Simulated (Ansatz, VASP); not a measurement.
## Two plane-wave programs on BiTe

```xyz
2
Lattice="2.4702 1.4262 3.3824 -2.4702 1.4262 3.3824 0.0000 -2.8524 3.3824" Properties=species:S:1:pos:R:3 pbc="T T T"
Bi    0.0000    0.0000    5.0735
Te    0.0000    0.0000    0.0000
```

Alike in both runs: task single point; functional r2SCAN; k mesh 7 × 7 × 7; occupations fermi-dirac, width 0.05 eV; no spin polarisation.

|  | VASP | Ansatz |
| --- | --- | --- |
| version | VASP 6.6.1 | Ansatz 0.2.0 |
| potentials or method | VASP PAW PBE potentials, release 64 (Bi_d, Te) | Ansatz PAW |
| plane-wave cutoff (eV) | 520 | 500 |
| valence electrons in the cell | 21 | 31 |

VASP gave:

* gap on the k mesh at the Fermi level (eV): none
* pressure (GPa): -3.1
* traceless stress, the component that is largest in VASP (GPa): 0.58

Q: Estimate Ansatz's values.

A: gap on the k mesh at the Fermi level (eV): none; pressure (GPa): -3.1; traceless stress, the component that is largest in VASP (GPa): 0.57.

VASP's potentials were made for PBE, not for r2SCAN. A gap of «none» marks a metal or a gap that the smearing closes. VASP's potentials hold 21 valence electrons a cell and Ansatz's 31, so a difference there can come from the potentials and not from the codes.

Neither program's run includes spin-orbit coupling.
